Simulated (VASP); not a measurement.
# TiB2 (P-1) in VASP: a series of runs

TiB2 is run at these levels: PBEsol; tasks: single point.

Everything below comes from runs of VASP 6.6.1. Logs are shortened: lines on timing, memory, paths and dates and some standing lists are left out, and cuts for length are marked.

## 1. The cell of the first run

The typed cell holds 3 atoms: a = 3.030 Å, b = 3.055 Å, c = 3.229 Å, α = 90.41°, β = 91.14°, γ = 120.85°.

## 2. Single point, PBEsol (equal xy, yz and zx shear strains of -2 %)

Input file INCAR:

```
SYSTEM = TiB2
PREC = Accurate
ENCUT = 520
EDIFF = 1E-6
ISMEAR = -1
SIGMA = 0.08
LREAL = .False.
LASPH = .True.
NELM = 100
ALGO = Normal
ISIF = 2
LWAVE = .False.
LCHARG = .False.
GGA = PS
NBANDS = 16
```

Input file KPOINTS:

```
Automatic mesh
0
Gamma
  15 15 13
  0 0 0
```

Input file POSCAR:

```
TiB2
1.0
    3.0291982016     -0.0302919820     -0.0302919820
   -1.5408327268      2.6385085867     -0.0110876350
   -0.0322840000     -0.0322840000      3.2284000000
Ti B
1 2
Direct
    0.0000000000      0.0000000000      0.0000000000
    0.3333333333      0.6666666667      0.5000000000
    0.6666666667      0.3333333333      0.5000000000
```

Potentials or basis: VASP PAW PBE potentials, release 64 (Ti_sv, B).

Started as:

```bash
$ cat potpaw_PBE.64/Ti_sv/POTCAR potpaw_PBE.64/B/POTCAR > POTCAR
$ mpirun -np 1 vasp_std > vasp.out
```

OUTCAR:

```text
SYSTEM = TiB2
   PREC = Accurate
   ENCUT = 520
   EDIFF = 1E-6
   ISMEAR = -1
   LREAL = .False.
   LASPH = .True.
   NELM = 100
   ISIF = 2
   GGA = PS

 ion  position               nearest neighbor table
   1  0.000  0.000  0.000-   3 2.34   2 2.34   3 2.36   2 2.36   2 2.38   3 2.38   2 2.40   3 2.40
                             2 2.40   3 2.40   3 2.40   2 2.40
   2  0.333  0.667  0.500-   3 1.73   3 1.75   3 1.76   1 2.34   1 2.36   1 2.38   1 2.40   1 2.40
                             1 2.40
   3  0.667  0.333  0.500-   2 1.73   2 1.75   2 1.76   1 2.34   1 2.36   1 2.38   1 2.40   1 2.40
                             1 2.40

  LATTYP: Found a triclinic cell.
 ALAT       =     3.0032878511
 B/A-ratio  =     1.0087281861
 C/A-ratio  =     1.0750627259
 COS(alpha) =     0.0198960208
 COS(beta)  =     0.0274156886
 COS(gamma) =     0.4869832429

  Lattice vectors:

 A1 = (   1.4883654748,   2.6082166047,  -0.0413796170)
 A2 = (   3.0291982016,  -0.0302919820,  -0.0302919820)
 A3 = (   0.0322840000,   0.0322840000,  -3.2284000000)

Analysis of symmetry for initial positions (statically):
=====================================================================
 Subroutine PRICEL returns:
 Original cell was already a primitive cell.

 Routine SETGRP: Setting up the symmetry group for a
 triclinic supercell.

 Subroutine GETGRP returns: Found  2 space group operations
 (whereof  2 operations were pure point group operations)
 out of a pool of  2 trial point group operations.

The static configuration has the point symmetry S_2 .

Analysis of symmetry for dynamics (positions and initial velocities):
=====================================================================
 Subroutine PRICEL returns:
 Original cell was already a primitive cell.

 Routine SETGRP: Setting up the symmetry group for a
 triclinic supercell.

 Subroutine GETGRP returns: Found  2 space group operations
 (whereof  2 operations were pure point group operations)
 out of a pool of  2 trial point group operations.

The dynamic configuration has the point symmetry S_2 .

 Subroutine INISYM returns: Found  2 space group operations
 (whereof  2 operations are pure point group operations),
 and found     1 'primitive' translations

----------------------------------------------------------------------------------------

                                     Primitive cell

  volume of cell :      25.6473

  direct lattice vectors                    reciprocal lattice vectors
     3.029198202 -0.030291982 -0.030291982     0.332112656  0.193968813  0.005260815
    -1.540832727  2.638508587 -0.011087635     0.003851184  0.381267181  0.003851184
    -0.032284000 -0.032284000  3.228400000     0.003129430  0.003129430  0.309813549

  length of vectors
     3.029501106  3.055489484  3.228722824     0.384643202  0.381306080  0.309845158

  position of ions in fractional coordinates (direct lattice)
     0.000000000  0.000000000  0.000000000
     0.333333333  0.666666667  0.500000000
     0.666666667  0.333333333  0.500000000

  ion indices of the primitive-cell ions
   primitive index   ion index
                 1           1
                 2           2
                 3           3

----------------------------------------------------------------------------------------

 KPOINTS: Automatic mesh

Automatic generation of k-mesh.
 Grid dimensions read from file:
 generate k-points for:   15   15   13

 Generating k-lattice:

  Cartesian coordinates                     Fractional coordinates (reciprocal lattice)
     0.022140844  0.012931254  0.000350721     0.066666667 -0.000000000 -0.000000000
     0.000256746  0.025417812  0.000256746    -0.000000000  0.066666667  0.000000000
     0.000240725  0.000240725  0.023831811     0.000000000  0.000000000  0.076923077

  Length of vectors
     0.025642880  0.025420405  0.023834243

  Shift w.r.t. Gamma in fractional coordinates (k-lattice)
     0.000000000  0.000000000  0.000000000

 Subroutine IBZKPT returns following result:
 ===========================================

 Found   1463 irreducible k-points:

 Following reciprocal coordinates:
            Coordinates               Weight
  0.000000  0.000000  0.000000      1.000000
  0.066667 -0.000000 -0.000000      2.000000
  0.133333 -0.000000  0.000000      2.000000
  0.200000 -0.000000 -0.000000      2.000000
  0.266667 -0.000000  0.000000      2.000000
  0.333333 -0.000000  0.000000      2.000000
[... 16 lines left out ...]
 -0.066667  0.066667  0.000000      2.000000
 -0.000000  0.133333  0.000000      2.000000
 [... further k-points ...]
   k-points           NKPTS =   1463   k-points in BZ     NKDIM =   1463   number of bands    NBANDS=     16
   number of dos      NEDOS =    301   number of ions     NIONS =      3
   total plane-waves  NPLWV =  13824
   dimension x,y,z NGX =    24 NGY =   24 NGZ =   24
   dimension x,y,z NGXF=    48 NGYF=   48 NGZF=   48
   ions per type =               1   2
   NGX,Y,Z   is equivalent  to a cutoff of  13.17, 13.06, 12.36 a.u.
   NGXF,Y,Z  is equivalent  to a cutoff of  26.34, 26.12, 24.72 a.u.
 SYSTEM =  TiB2
   PREC   = accura    normal or accurate (medium, high low for compatibility)
   ISTART =      0    job   : 0-new  1-cont  2-samecut
   ICHARG =      2    charge: 1-file 2-atom 10-const
   ISPIN  =      1    spin polarized calculation?
   LNONCOLLINEAR =      F non collinear calculations
   LSORBIT =      F    spin-orbit coupling
   LASPH  =      T    aspherical Exc in radial PAW
   ENCUT  =  520.0 eV  38.22 Ry    6.18 a.u.   5.63  5.68  6.00*2*pi/ulx,y,z
   NELM   =    100;   NELMIN=  2; NELMDL= -5     # of ELM steps
   EDIFF  = 0.1E-05   stopping-criterion for ELM
   LREAL  =      F    real-space projection
[... 7 lines left out ...]
   TEBEG  =    0.0;   TEEND  =   0.0 temperature during run
   PSTRESS=    0.0 pullay stress
   NELECT =      18.0000    total number of electrons
   NUPDOWN=      -1.0000    fix difference up-down
   EMIN   =  10.00;   EMAX   =-10.00  energy-range for DOS
   EFERMI =   0.00;   METHOD = LEGACY
   ISMEAR =    -1;   SIGMA  =   0.08  broadening in eV -4-tet -1-fermi 0-gaus
   EFERMI_NEDOS =   21; number of points for ismear=-14 and -15
   IALGO  =     38    algorithm
   IMIX   =      4    mixing-type and parameters
     AMIX     =   0.40;   BMIX     =  1.00
     AMIX_MAG =   1.60;   BMIX_MAG =  1.00
  volume/ion in A,a.u.               =       8.55        57.69
  Fermi-wavevector in a.u.,A,eV,Ry     =   1.454850  2.749268 28.797943  2.116589
  Thomas-Fermi vector in A             =   2.571953
   LORBIT       =      0    0 simple, 1 ext, 2 COOP (PROOUT), +10 PAW based schemes
   GGA     = PS    functional components
   LHFCALC =     F    Hartree Fock is set to
   AEXX    =    0.0000 exact exchange contribution
   IVDW    =     0    specifies the selected vdW correction
   LEPSILON=     F    determine dielectric tensor
   LRPA    =     F    only Hartree local field effects (RPA)
 non-spin polarized calculation
  energy-cutoff  :      520.00
  volume of cell :       25.65
 maximum number of plane-waves:       703
   NGX = 11   NGY = 11   NGZ = 13

 number of electron      18.0000002 magnetization

 Free energy of the ion-electron system (eV)
  ---------------------------------------------------
  ext. energy  EPLUGINS =         0.00000000
  ---------------------------------------------------
  free energy    TOTEN  =       -25.76060548 eV

  energy without entropy =      -25.75258048  energy(sigma->0) =      -25.75659298

 E-fermi :   9.9160     XC(G=0): -12.8727

 val. band max:        9.9133204968   @ k =  -0.2000  -0.2000   0.1538
 cond. band min:       9.9165058486   @ k =   0.2000   0.2667  -0.0000
 fundamental gap:      0.0031853518
 Fermi energy:         9.9159501373

 k-point     1 :       0.0000    0.0000    0.0000
  band No.  band energies     occupation
      1     -46.7876      2.00000
      2     -23.2493      2.00000
      3     -22.9405      2.00000
      4     -22.9105      2.00000
      5      -3.5607      2.00000
      6       7.2134      2.00000
[... 8 lines left out ...]
     15      15.7998      0.00000
     16      16.9564      0.00000

 k-point     2 :       0.0667   -0.0000   -0.0000
  band No.  band energies     occupation
      1     -46.7850      2.00000
      2     -23.2462      2.00000
      3     -22.9465      2.00000
      4     -22.9279      2.00000
      5      -3.4733      2.00000
      6       7.1246      2.00000
[... 8 lines left out ...]
     15      16.1691      0.00000
     16      17.2703      0.00000

 k-point     3 :       0.1333   -0.0000    0.0000
  band No.  band energies     occupation
      1     -46.7779      2.00000
      2     -23.2373      2.00000
      3     -22.9859      2.00000
      4     -22.9542      2.00000
      5      -3.2146      2.00000
      6       6.4808      2.00000
[... 8 lines left out ...]
     15      17.3309      0.00000
     16      18.1223      0.00000

 k-point     4 :       0.2000   -0.0000   -0.0000
  band No.  band energies     occupation
      1     -46.7673      2.00000
      2     -23.2244      2.00000
      3     -23.0621      2.00000
      4     -22.9738      2.00000
      5      -2.7941      2.00000
      6       5.5494      2.00000
[... 8 lines left out ...]
     15      17.7459      0.00000
     16      18.7890      0.00000

 k-point     5 :       0.2667   -0.0000    0.0000
  band No.  band energies     occupation
      1     -46.7552      2.00000
      2     -23.2107      2.00000
      3     -23.1484      2.00000
      4     -22.9953      2.00000
      5      -2.2255      2.00000
      6       4.4874      2.00000
[... 8 lines left out ...]
     15      17.1770      0.00000
     16      19.1481      0.00000

 k-point     6 :       0.3333   -0.0000    0.0000
  band No.  band energies     occupation
      1     -46.7435      2.00000
      2     -23.2369      2.00000
      3     -23.1907      2.00000
      4     -23.0155      2.00000
      5      -1.5250      2.00000
      6       3.3808      2.00000
[... 8 lines left out ...]
     15      17.1751      0.00000
     16      18.9095      0.00000

 k-point     7 :       0.4000    0.0000   -0.0000
  band No.  band energies     occupation
      1     -46.7344      2.00000
      2     -23.2991      2.00000
      3     -23.1813      2.00000
      4     -23.0313      2.00000
      5      -0.7100      2.00000
      6       2.2816      2.00000
[... 8 lines left out ...]
     15      17.3036      0.00000
     16      18.4794      0.00000

 k-point     8 :       0.4667    0.0000   -0.0000
  band No.  band energies     occupation
      1     -46.7294      2.00000
      2     -23.3337      2.00000
      3     -23.1754      2.00000
      4     -23.0399      2.00000
      5       0.1946      2.00000
      6       1.2316      2.00000
[... 8 lines left out ...]
     15      17.4555      0.00000
     16      18.0612      0.00000

 k-point     9 :      -0.0000    0.0667   -0.0000
  band No.  band energies     occupation
      1     -46.7852      2.00000
      2     -23.2463      2.00000
      3     -22.9525      2.00000
      4     -22.9211      2.00000
      5      -3.4748      2.00000
      6       7.0390      2.00000
[... 8 lines left out ...]
     15      16.2452      0.00000
     16      17.2286      0.00000
[... 172 lines left out ...]
 k-point    19 :      -0.3333    0.0667    0.0000
  band No.  band energies     occupation
      1     -46.7485      2.00000
      2     -23.2086      2.00000
      3     -23.1858      2.00000
      4     -23.0117      2.00000
      5      -1.8392      2.00000
      6       3.9601      2.00000
[... 8 lines left out ...]
     15      17.3183      0.00000
     16      19.0847      0.00000

 k-point    20 :      -0.2667    0.0667    0.0000
  band No.  band energies     occupation
      1     -46.7605      2.00000
      2     -23.2161      2.00000
      3     -23.1122      2.00000
      4     -22.9864      2.00000
      5      -2.4728      2.00000
      6       5.0083      2.00000
[... 8 lines left out ...]
     15      17.3879      0.00000
     16      19.0785      0.00000

 k-point    21 :      -0.2000    0.0667    0.0000
  band No.  band energies     occupation
      1     -46.7718      2.00000
      2     -23.2297      2.00000
      3     -23.0371      2.00000
      4     -22.9596      2.00000
      5      -2.9663      2.00000
      6       5.9342      2.00000
[... 8 lines left out ...]
     15      17.9733      0.00000
     16      18.0601      0.00000

 k-point    22 :      -0.1333    0.0667   -0.0000
  band No.  band energies     occupation
      1     -46.7806      2.00000
      2     -23.2405      2.00000
      3     -22.9833      2.00000
      4     -22.9331      2.00000
      5      -3.3047      2.00000
      6       6.6131      2.00000
[... 8 lines left out ...]
     15      16.8858      0.00000
     16      17.7948      0.00000

 k-point    23 :      -0.0667    0.0667    0.0000
  band No.  band energies     occupation
      1     -46.7853      2.00000
      2     -23.2464      2.00000
      3     -22.9577      2.00000
      4     -22.9150      2.00000
      5      -3.4763      2.00000
      6       6.9687      2.00000
[... 8 lines left out ...]
     15      16.3163      0.00000
     16      17.1738      0.00000

 k-point    24 :      -0.0000    0.1333    0.0000
  band No.  band energies     occupation
      1     -46.7783      2.00000
      2     -23.2377      2.00000
      3     -22.9977      2.00000
      4     -22.9393      2.00000
      5      -3.2204      2.00000
      6       6.3911      2.00000
[... 8 lines left out ...]
     15      17.3377      0.00000
     16      18.0566      0.00000

 [... further k-points ...]

------------------------ aborting loop because EDIFF is reached ----------------------------------------

  FORCE on cell =-STRESS in cart. coord.  units (eV):
  Direction    XX          YY          ZZ          XY          YZ          ZX
  --------------------------------------------------------------------------------------
  -------------------------------------------------------------------------------------
  Total       -0.5427432     -0.5543032     -1.0025668      0.9685200      0.8456497      0.8461315
  in kB      -33.9049269    -34.6270722    -62.6298986     60.5030150     52.8273593     52.8574558
  external PRESSURE =     -43.7206325 kB  Pullay stress =       0.0000000 kB

 VOLUME and BASIS-vectors are now :
 -----------------------------------------------------------------------------
  energy-cutoff  :      520.00
  volume of cell :       25.65
      direct lattice vectors                 reciprocal lattice vectors
     3.029198202 -0.030291982 -0.030291982     0.332112656  0.193968813  0.005260815
    -1.540832727  2.638508587 -0.011087635     0.003851184  0.381267181  0.003851184
    -0.032284000 -0.032284000  3.228400000     0.003129430  0.003129430  0.309813549

 POSITION                                       TOTAL-FORCE (eV/Angst)
 -----------------------------------------------------------------------------------
      0.00000      0.00000      0.00000         0.000000      0.000000     -0.000000
     -0.03363      1.73277      1.59671         0.071596      0.005680     -0.004750
      1.48971      0.84317      1.59031        -0.071596     -0.005680      0.004750
 -----------------------------------------------------------------------------------
    total drift:                               -0.000000      0.000000      0.000000

  FREE ENERGIE OF THE ION-ELECTRON SYSTEM (eV)
  ---------------------------------------------------
  free  energy   TOTEN  =       -25.7606054790 eV

  energy  without entropy=      -25.7525804841  energy(sigma->0) =      -25.75659298
```

It took 3.2 min on 1 thread of Intel Xeon Platinum 8559C (Emerald Rapids), shared host; peak memory 0.63 GiB.

What came out:

```
Free energy            : -25.7606 eV
Pressure               : -4.4 GPa
Largest force          : 0.072 eV/Å
Band gap on the k mesh : zero (band 9 reaches 10.15 eV, above the bottom of band 10 at 9.78 eV)
```

Forces in eV/Å, atoms in the order of the input:
```
Ti   0.000  0.000  0.000
B    0.072  0.006 -0.005
B   -0.072 -0.006  0.005
```

Caveat: the cell differs from its parent crystal (equal xy, yz and zx shear strains of -2 %); the PAW data sets were made with another functional, which shifts forces and pressure a little.

## 3. Single point, PBEsol (equal xy, yz and zx shear strains of +3 %)

Input file INCAR:

```
  ALGO = Normal
  EDIFF = 1E-6
  ENCUT = 520
  GGA = PS
  ISIF = 2
  ISMEAR = -1
  LASPH = T
  LCHARG = F
  LREAL = F
  LWAVE = F
  NBANDS = 16
  NELM = 60
  PREC = Accurate
  SIGMA = 0.08
```

Input file KPOINTS:

```
k-points
0
Gamma
  15 15 13
```

Input file POSCAR:

```
TiB2
1.0
    3.0291982016      0.0454379730      0.0454379730
   -1.4752486619      2.6006436092      0.0166314524
    0.0484260000      0.0484260000      3.2284000000
Ti B
1 2
Direct
    0.0000000000      0.0000000000      0.0000000000
    0.3333333333      0.6666666667      0.5000000000
    0.6666666667      0.3333333333      0.5000000000
```

Potentials or basis: VASP PAW PBE potentials, release 64 (Ti_sv, B).

Started as:

```bash
$ cat potpaw_PBE.64/Ti_sv/POTCAR potpaw_PBE.64/B/POTCAR > POTCAR
$ mpirun -np 1 vasp_std > vasp.out
```

Run time: 3.5 min. Hardware: 1 thread of Intel Xeon Platinum 8559C (Emerald Rapids), shared host; peak memory 0.63 GiB.

Results (log left out):

```
Free energy            : -25.7311 eV
Pressure               : -4.0 GPa
Largest force          : 0.122 eV/Å
Band gap on the k mesh : zero (band 9 reaches 10.13 eV, above the bottom of band 10 at 9.75 eV)
```

Forces in eV/Å, atoms in the order of the input:
```
Ti   0.000  0.000  0.000
B   -0.122  0.013 -0.009
B    0.122 -0.013  0.009
```

Stress tensor (GPa, compression positive):
```
-2.98 -8.53 -7.41
-8.53 -3.10 -7.40
-7.41 -7.40 -5.79
```

Levels at points of the mesh, in eV from the Fermi level:
```tsv
k point	band 7	band 8	band 9	band 10	band 11	band 12
(0.00, 0.00, 0.00)	-2.47	-2.29	-2.13	1.81	1.90	3.65
```

Caveat: the cell differs from its parent crystal (equal xy, yz and zx shear strains of +3 %); the PAW data sets were made with another functional, which shifts forces and pressure a little.
